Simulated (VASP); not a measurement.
Wanted: the native input for a VASP 6.6.1 run.

```yaml
Task: single point
Functional: LDA
Potentials_or_basis: VASP PAW LDA potentials, release 64 (Li_sv, Be)
Cutoff: 520 eV
k_mesh: 18 × 12 × 8
Occupations: gaussian, width 0.1 eV
Spin: no spin polarisation
Dipole_correction: no
Further_INCAR_settings: ALGO = Fast; EDIFF = 1e-06; NBANDS = 13
```

The structure of LiBe lies in POSCAR:

```
LiBe
1.0
    2.2163383939      0.0000000000      0.0000000000
    0.0000000000      3.4874458853      0.0000000000
   -0.3878060738      0.0000000000      5.3222617767
Li Be
2 2
Direct
    0.7368475600      0.2500000000      0.1548577400
    0.2631524400      0.7500000000      0.8451422600
    0.7564180800      0.2500000000      0.5761716400
    0.2435819200      0.7500000000      0.4238283600
```

This cell differs from its parent crystal: functional LDA, strained.

One way to write it, as run:

INCAR

```
SYSTEM = LiBe
ALGO = Fast
EDIFF = 1E-6
ENCUT = 520
GGA = CA
ISIF = 2
ISMEAR = 0
LASPH = .True.
LCHARG = .True.
LELF = .True.
LREAL = .False.
LVHAR = .True.
LWAVE = .False.
NBANDS = 13
NELM = 80
PREC = Accurate
SIGMA = 0.1
```

KPOINTS

```
k-points
0
Gamma
  18 12 8
  0 0 0
```

Potentials or basis: VASP PAW LDA potentials, release 64 (Li_sv, Be).

Command:

```console
$ cat potpaw_LDA.64/Li_sv/POTCAR potpaw_LDA.64/Be/POTCAR > POTCAR
$ mpirun -np 1 vasp_std > vasp.out
```

It gave:

```json
{
  "Largest force": "0.068 eV/Å",
  "Band gap on the k mesh": "zero (band 5 reaches 6.93 eV, above the bottom of band 6 at 1.08 eV)"
}
```

Caveat: the cell differs from its parent crystal (functional LDA, strained).

Run time: 7.2 min on 1 thread of Oxide Virtual Turin-like Processor, on a shared host, peak memory 0.29 GiB.
